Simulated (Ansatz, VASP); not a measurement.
**Be in VASP and in Ansatz**

Contents of INCAR:

```
SYSTEM = Be
ALGO = Normal ; EDIFF = 1E-6
ENCUT = 520 ; GGA = PE
ISIF = 2 ; ISMEAR = 0
LASPH = .TRUE. ; LCHARG = .FALSE.
LREAL = .FALSE. ; LWAVE = .FALSE.
NBANDS = 12 ; NELM = 80
PREC = Accurate ; SIGMA = 0.1
```

Contents of KPOINTS:

```
k-points
0
G
  12 12 18
  0 0 0
```

Contents of POSCAR:

```
Be
1.0
    3.8864952259      0.0000000000      0.0000000000
    0.0000000000      3.8864952259      0.0000000000
    0.0000000000      0.0000000000      2.1610109184
Be
4
Direct
    0.3257163220      0.3257163220      0.0000000000
    0.6742836780      0.6742836780      0.0000000000
    0.1742836780      0.8257163220      0.5000000000
    0.8257163220      0.1742836780      0.5000000000
```

Input for Ansatz:

```yaml
crystal:
  lattice:
    - [3.8864952259, 0.0, 0.0]
    - [0.0, 3.8864952259, 0.0]
    - [0.0, 0.0, 2.1610109184]
  atoms:
    - { symbol: Be, position: [0.325716322, 0.325716322, 0.0] }
    - { symbol: Be, position: [0.674283678, 0.674283678, 0.0] }
    - { symbol: Be, position: [0.174283678, 0.825716322, 0.5] }
    - { symbol: Be, position: [0.825716322, 0.174283678, 0.5] }
basis:
  ecutwfc: 420
kpoints:
  mp_grid: { grid: [12, 12, 18] }
hamiltonian:
  xc: pbe
scf:
  occupations: { method: gaussian, width: 0.1 }
output:
  forces: true
  stress: true
  eigenvalues: true
```

Alike in both runs: task single point; functional PBE; k mesh 12 × 12 × 18; occupations gaussian, width 0.1 eV; no spin polarisation.

|  | VASP | Ansatz |
| --- | --- | --- |
| version | VASP 6.6.1 | Ansatz 0.2.0 |
| potentials or method | VASP PAW PBE potentials, release 64 (Be), cutoff 520 eV | scalar-relativistic, plane waves, PAW |
| valence electrons in the cell | 8 | 8 |

```csv
,VASP,Ansatz,Ansatz less VASP
gap on the k mesh at the Fermi level (eV),none,none,-
pressure (GPa),2.0,1.9,-0.13
"traceless stress, the component that is largest in VASP (GPa)",5.73,5.76,+0.023
rms of the force components (eV/Å),0.906,0.902,-0.0032
```

Atom by atom the forces differ by 0.003 eV/Å (rms over components). A gap of «none» marks a metal or a gap that the smearing closes. With one functional, cell and mesh, what is left measures potentials, basis and numerics.
